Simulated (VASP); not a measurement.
# NaCl (Pm-3m) in VASP: a series of runs, part 2 of 2

VASP 6.6.1. Earlier steps stand in the parts before.

## 3. Single point, revPBE

This run uses another cell than the first one, of 22.98 Å³/atom, 1.024 times its volume.

The input, INCAR:

```
SYSTEM = NaCl
PREC = Accurate
ENCUT = 520
EDIFF = 1E-6
ISMEAR = -1
SIGMA = 0.05
LREAL = .False.
LASPH = .True.
NELM = 80
ALGO = Normal
ISIF = 2
LWAVE = .False.
LCHARG = .False.
GGA = RE
NBANDS = 14
```

The input, KPOINTS:

```
regular mesh
0
Gamma
  8 8 8
  0 0 0
```

The input, POSCAR:

```
NaCl
1.0
    3.5820490303      0.0000000000      0.0000000000
    0.0000000000      3.5820490303      0.0000000000
    0.0000000000      0.0000000000      3.5820490303
Cl Na
1 1
Direct
    0.5000000000      0.5000000000      0.5000000000
    0.0000000000      0.0000000000      0.0000000000
```

Potentials or basis: VASP PAW PBE potentials, release 64 (Cl, Na_pv).

The run is started by

```sh
cat potpaw_PBE.64/Cl/POTCAR potpaw_PBE.64/Na_pv/POTCAR > POTCAR
mpirun -np 1 vasp_std > vasp.out
```

OUTCAR:

```text
SYSTEM = NaCl
   PREC = Accurate
   ENCUT = 520
   EDIFF = 1E-6
   ISMEAR = -1
   LREAL = .False.
   LASPH = .True.
   NELM = 80
   ISIF = 2
   GGA = RE

 ion  position               nearest neighbor table
   1  0.500  0.500  0.500-
   2  0.000  0.000  0.000-

  LATTYP: Found a simple cubic cell.
 ALAT       =     3.5820490303

  Lattice vectors:

 A1 = (   3.5820490303,   0.0000000000,   0.0000000000)
 A2 = (   0.0000000000,   3.5820490303,   0.0000000000)
 A3 = (   0.0000000000,   0.0000000000,   3.5820490303)

Analysis of symmetry for initial positions (statically):
=====================================================================
 Subroutine PRICEL returns:
 Original cell was already a primitive cell.

 Routine SETGRP: Setting up the symmetry group for a
 simple cubic supercell.

 Subroutine GETGRP returns: Found 48 space group operations
 (whereof 48 operations were pure point group operations)
 out of a pool of 48 trial point group operations.

The static configuration has the point symmetry O_h .

Analysis of symmetry for dynamics (positions and initial velocities):
=====================================================================
 Subroutine PRICEL returns:
 Original cell was already a primitive cell.

 Routine SETGRP: Setting up the symmetry group for a
 simple cubic supercell.

 Subroutine GETGRP returns: Found 48 space group operations
 (whereof 48 operations were pure point group operations)
 out of a pool of 48 trial point group operations.

The dynamic configuration has the point symmetry O_h .

 Subroutine INISYM returns: Found 48 space group operations
 (whereof 48 operations are pure point group operations),
 and found     1 'primitive' translations

----------------------------------------------------------------------------------------

[... 118 lines left out ...]
   LHFCALC =     F    Hartree Fock is set to
   AEXX    =    0.0000 exact exchange contribution
   IVDW    =     0    specifies the selected vdW correction
   LEPSILON=     F    determine dielectric tensor
   LRPA    =     F    only Hartree local field effects (RPA)
 non-spin polarized calculation
  energy-cutoff  :      520.00
  volume of cell :       45.96
 maximum number of plane-waves:      1258
 NGX is ok and might be reduce to    28
   NGX = 13   NGY = 13   NGZ = 13

 number of electron      14.0000011 magnetization

 Free energy of the ion-electron system (eV)
  ---------------------------------------------------
  ext. energy  EPLUGINS =         0.00000000
  ---------------------------------------------------
  free energy    TOTEN  =        -6.13086488 eV

  energy without entropy =       -6.13086488  energy(sigma->0) =       -6.13086488

 E-fermi :   1.1148     XC(G=0):  -7.8663

 val. band max:        0.0850835645   @ k =   0.5000   0.5000   0.0000
 cond. band min:       4.1187529773   @ k =   0.0000   0.0000   0.0000
 fundamental gap:      4.0336694128
 Fermi energy:         1.1147993020

 k-point     1 :       0.0000    0.0000    0.0000
  band No.  band energies     occupation
      1     -22.1114      2.00000
      2     -22.1114      2.00000
      3     -22.1114      2.00000
      4     -13.0601      2.00000
      5      -0.3446      2.00000
      6      -0.3446      2.00000
      7      -0.3446      2.00000
      8       4.1188      0.00000
      9       8.8801      0.00000
     10       8.8801      0.00000
     11      15.4112      0.00000
     12      15.4112      0.00000
     13      15.4112      0.00000
     14      15.7864      0.00000
[... 377 lines left out ...]
      1     -22.1354      2.00000
      2     -22.1307      2.00000
      3     -22.1104      2.00000
      4     -12.5481      2.00000
      5      -1.9578      2.00000
      6      -1.6490      2.00000
      7      -0.2371      2.00000
      8       6.3465      0.00000
      9       9.4369      0.00000
     10       9.8405      0.00000
     11      11.1424      0.00000
     12      13.4437      0.00000
     13      13.4550      0.00000
     14      16.1331      0.00000

 [... further k-points ...]

------------------------ aborting loop because EDIFF is reached ----------------------------------------

  FORCE on cell =-STRESS in cart. coord.  units (eV):
  Direction    XX          YY          ZZ          XY          YZ          ZX
  --------------------------------------------------------------------------------------
  -------------------------------------------------------------------------------------
  Total       -0.0099419     -0.0099419     -0.0099419      0.0000000      0.0000000     -0.0000000
  in kB       -0.3465644     -0.3465644     -0.3465644      0.0000000      0.0000000     -0.0000000
  external PRESSURE =      -0.3465644 kB  Pullay stress =       0.0000000 kB

 VOLUME and BASIS-vectors are now :
 -----------------------------------------------------------------------------
  energy-cutoff  :      520.00
  volume of cell :       45.96
      direct lattice vectors                 reciprocal lattice vectors
     3.582049030  0.000000000  0.000000000     0.279169825  0.000000000  0.000000000
     0.000000000  3.582049030  0.000000000     0.000000000  0.279169825  0.000000000
     0.000000000  0.000000000  3.582049030     0.000000000  0.000000000  0.279169825

 POSITION                                       TOTAL-FORCE (eV/Angst)
 -----------------------------------------------------------------------------------
      1.79102      1.79102      1.79102         0.000000      0.000000      0.000000
      0.00000      0.00000      0.00000         0.000000      0.000000      0.000000
 -----------------------------------------------------------------------------------
    total drift:                               -0.000000      0.000000      0.000000

  FREE ENERGIE OF THE ION-ELECTRON SYSTEM (eV)
  ---------------------------------------------------
  free  energy   TOTEN  =        -6.1308648783 eV

  energy  without entropy=       -6.1308648783  energy(sigma->0) =       -6.13086488
```

Run time: 13 s. Hardware: 1 thread of AMD EPYC 7R13 (Zen 3), shared host; peak memory 0.13 GiB.

Results:

```yaml
Free_energy: -6.1309 eV
Pressure: 0.0 GPa
Band_gap_on_the_k_mesh: 4.03 eV, indirect (least direct gap 4.46 eV)
```

Levels at points of the mesh, in eV from the valence-band top:
```tsv
k point	band 4	band 5	band 6	band 7	band 8	band 9	band 10	band 11
(0.00, 0.00, 0.00)	-13.15	-0.43	-0.43	-0.43	4.03	8.79	8.79	15.33
(0.50, 0.00, 0.00)	-12.85	-2.60	-0.22	-0.22	6.94	8.36	10.61	11.80
(0.50, 0.50, 0.00)	-12.63	-2.00	-2.00	0.00	5.77	9.88	10.85	10.85
(0.50, 0.50, 0.50)	-12.41	-1.63	-1.63	-1.63	7.32	7.32	7.32	11.41
```

Caveat: the PAW data sets were made with another functional, which shifts forces and pressure a little. A k mesh can miss the band edges.

## 4. Single point, r2SCAN

This run uses another cell than the first one, of 21.48 Å³/atom, 0.957 times its volume.

The input, POSCAR:

```
NaCl
1.0
    3.5021900000      0.0000000000      0.0000000000
    0.0000000000      3.5021900000      0.0000000000
    0.0000000000      0.0000000000      3.5021900000
Cl Na
1 1
Direct
    0.5000000000      0.5000000000      0.5000000000
    0.0000000000      0.0000000000      0.0000000000
```

The input, INCAR.step1:

```
  ALGO = Normal
  EDIFF = 1E-4
  ENCUT = 520
  GGA = PE
  ISMEAR = -1
  LASPH = True
  LCHARG = False
  LREAL = False
  LWAVE = True
  NBANDS = 14
  NELM = 80
  PREC = Accurate
  SIGMA = 0.05
```

The input, INCAR.step2:

```
  ALGO = Normal
  EDIFF = 1E-6
  ENCUT = 520
  ISIF = 2
  ISMEAR = -1
  ISTART = 1
  LASPH = True
  LCHARG = False
  LMIXTAU = True
  LREAL = False
  LWAVE = False
  METAGGA = R2SCAN
  NBANDS = 14
  NELM = 80
  PREC = Accurate
  SIGMA = 0.05
```

The input, KPOINTS:

```
k-points
0
Gamma
  8 8 8
```

The run is started by

```sh
cat potpaw_PBE.64/Cl/POTCAR potpaw_PBE.64/Na_pv/POTCAR > POTCAR
cp INCAR.step1 INCAR
mpirun -np 1 vasp_std > vasp.out
cp INCAR.step2 INCAR
mpirun -np 1 vasp_std > vasp.out
```

Run time: 54 s. Hardware: 1 thread of AMD EPYC 7R13 (Zen 3), shared host; peak memory 0.13 GiB.

It converged, with:

```yaml
Free_energy: -13.4586 eV
Pressure: -1.2 GPa
Band_gap_on_the_k_mesh: 4.81 eV, indirect (least direct gap 5.32 eV)
```

Levels at points of the mesh, in eV from the valence-band top:
| k point | band 5 | band 6 | band 7 | band 8 | band 9 | band 10 |
| --- | --- | --- | --- | --- | --- | --- |
| (0.00, 0.00, 0.00) | -0.50 | -0.50 | -0.50 | 4.81 | 9.18 | 9.18 |
| (0.50, 0.00, 0.00) | -2.96 | -0.27 | -0.27 | 7.69 | 9.53 | 11.26 |
| (0.50, 0.50, 0.00) | -2.30 | -2.30 | 0.00 | 6.25 | 10.65 | 11.94 |
| (0.50, 0.50, 0.50) | -1.90 | -1.90 | -1.90 | 7.75 | 7.75 | 7.75 |

Caveat: the PAW data sets were made with another functional, which shifts forces and pressure a little. r2SCAN opens gaps a little over a GGA but as a rule still falls short of measured ones.

## 5. Relaxation of cell and atoms, revPBE

This run uses another cell than the first one, of 21.48 Å³/atom, 0.957 times its volume.

The input, INCAR:

```
SYSTEM = NaCl
PREC     = Accurate       ! precision mode
ENCUT    = 600            ! plane-wave cutoff, eV
EDIFF    = 1E-6           ! SCF threshold, eV
ISMEAR   = -1             ! smearing method
SIGMA    = 0.05           ! smearing width, eV
LREAL    = .FALSE.        ! projectors in reciprocal space
LASPH    = .TRUE.         ! aspherical terms in the spheres
NELM     = 80             ! most SCF steps
ALGO     = Normal         ! electronic algorithm
ISIF     = 3              ! what is computed and relaxed
LWAVE    = .FALSE.        ! write WAVECAR
LCHARG   = .FALSE.        ! write CHGCAR
GGA      = RE             ! functional
IBRION   = 2              ! ionic algorithm
NSW      = 60             ! ionic steps
EDIFFG   = -0.01          ! ionic threshold
```

The input, KPOINTS:

```
regular mesh
0
G
  8 8 8
  0 0 0
```

POSCAR is that of step 4.

The run is started by

```sh
cat potpaw_PBE.64/Cl/POTCAR potpaw_PBE.64/Na_pv/POTCAR > POTCAR
mpirun -np 1 vasp_std > vasp.out
```

Wall time 22 s (1 thread of AMD EPYC 7R13 (Zen 3), shared host); peak memory 0.13 GiB.

The run converged. Its results:

* Free energy: -6.1309 eV
* Relaxed volume: 23.00 Å³/atom
* Relaxed cell: a = 3.583 Å, b = 3.583 Å, c = 3.583 Å, α = 90.00°, β = 90.00°, γ = 90.00°
* Space group after relaxing (to 0.05 Å): Pm-3m (No. 221)
* Energy gained by relaxing: 7.4 meV/atom
* Ionic steps: 3
* Pressure after relaxing: 0.0 GPa
* Band gap on the k mesh: 4.03 eV, indirect (least direct gap 4.46 eV)

Step by step:
```csv
step,energy change (eV),largest force (eV/Å),pressure (GPa),volume (Å³)
1,0.0000,0.0000,1.69,42.96
2,-0.0110,0.0000,0.86,44.38
3,-0.0148,0.0000,0.04,46.00
```

Final structure:
```xyz
2
Lattice="3.5830 0.0000 0.0000 0.0000 3.5830 0.0000 0.0000 0.0000 3.5830" Properties=species:S:1:pos:R:3 pbc="T T T"
Cl    1.7915    1.7915    1.7915
Na    0.0000    0.0000    0.0000
```

Levels at points of the mesh, in eV from the valence-band top:
```csv
k point,band 4,band 5,band 6,band 7,band 8,band 9,band 10,band 11
"(0.00, 0.00, 0.00)",-13.14,-0.43,-0.43,-0.43,4.03,8.80,8.80,15.32
"(0.50, 0.00, 0.00)",-12.85,-2.59,-0.22,-0.22,6.94,8.36,10.61,11.80
"(0.50, 0.50, 0.00)",-12.63,-2.00,-2.00,0.00,5.77,9.88,10.84,10.84
"(0.50, 0.50, 0.50)",-12.40,-1.63,-1.63,-1.63,7.32,7.32,7.32,11.41
```

Caveat: the PAW data sets were made with another functional, which shifts forces and pressure a little.

## 6. Overview

| task | level | cell | cutoff (eV) | gap on the mesh (eV) | pressure (GPa) |
| --- | --- | --- | --- | --- | --- |
| single point | BLYP | a = 3.554 Å, 2 atoms | 520 | 3.89 | -0.1 |
| single point | revPBE | a = 3.582 Å, 2 atoms | 520 | 4.03 | 0.0 |
| single point | r2SCAN | a = 3.502 Å, 2 atoms | 520 | 4.81 | -1.2 |
| relaxation of cell and atoms | revPBE | relaxed from a = 3.502 Å, 2 atoms | 600 | 4.03 | 0.0 |

Alike in all rows: potentials or basis VASP PAW PBE potentials, release 64 (Cl, Na_pv); no spin polarisation; k mesh 8 × 8 × 8; smearing fermi-dirac 0.05 eV.

Caveats: the PAW data sets were made with another functional, which shifts forces and pressure a little.

Absolute energies hang on the potentials; compare differences alone.
